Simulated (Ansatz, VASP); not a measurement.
# One calculation of ZnS, two programs

```
CELL_PARAMETERS angstrom
3.78174 0.00000 0.00000
-1.89087 3.27508 0.00000
0.00000 0.00000 6.20914
ATOMIC_POSITIONS crystal
Zn 0.33333 0.66667 0.00545
Zn 0.66667 0.33333 0.50545
S 0.33333 0.66667 0.37955
S 0.66667 0.33333 0.87955
```

Alike in both runs: functional PBEsol; k mesh 12 × 12 × 4; occupations fermi-dirac, width 0.02 eV; no spin polarisation.

Ansatz relaxed the structure, and its values are those at the end. VASP's run is a single point on that final structure, the one shown.

|  | VASP | Ansatz |
| --- | --- | --- |
| version | VASP 6.6.1 | Ansatz 0.2.0 |
| potentials or method | VASP PAW PBE potentials, release 64 (Zn, S), cutoff 520 eV | PAW plane waves |
| valence electrons in the cell | 36 | 36 |

Ansatz gave:

| Quantity | Value |
| --- | --- |
| gap on the k mesh at the Fermi level (eV) | 2.15 |
| pressure (GPa) | 0.0 |

Question: Estimate VASP's values.

Answer: gap on the k mesh at the Fermi level (eV): 2.16; pressure (GPa): 0.2.

VASP's potentials were made for PBE, not for PBEsol, and Ansatz warns of the same on its side. With one functional, cell and mesh, what is left measures potentials, basis and numerics.
